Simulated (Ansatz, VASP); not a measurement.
# HgTe in VASP and in Ansatz

```
Hg Te
1.0
     0.00000    2.92150    2.92150
     2.92150    0.00000    2.92150
     2.92150    2.92150    0.00000
Hg Te
1 1
Direct
  0.00000 0.00000 0.00000
  0.50000 0.50000 0.50000
```

Alike in both runs: task single point; functional LDA; k mesh 12 × 12 × 12; occupations fermi-dirac, width 0.08 eV; no spin polarisation.

|  | VASP | Ansatz |
| --- | --- | --- |
| version | VASP 6.6.1 | Ansatz 0.2.0 |
| potentials or method | VASP PAW LDA potentials, release 64 (Hg, Te), cutoff 520 eV | all-electron LAPW, scalar-relativistic |

|  | VASP | Ansatz | Ansatz less VASP |
| --- | --- | --- | --- |
| pressure (GPa) | 4.5 | 3.9 | -0.55 |

LDA's correlation is that of Perdew and Zunger in VASP and of Perdew and Wang (1992) in Ansatz. Ansatz ran all-electron here, and VASP with PAW potentials.

Spin-orbit coupling is off throughout.
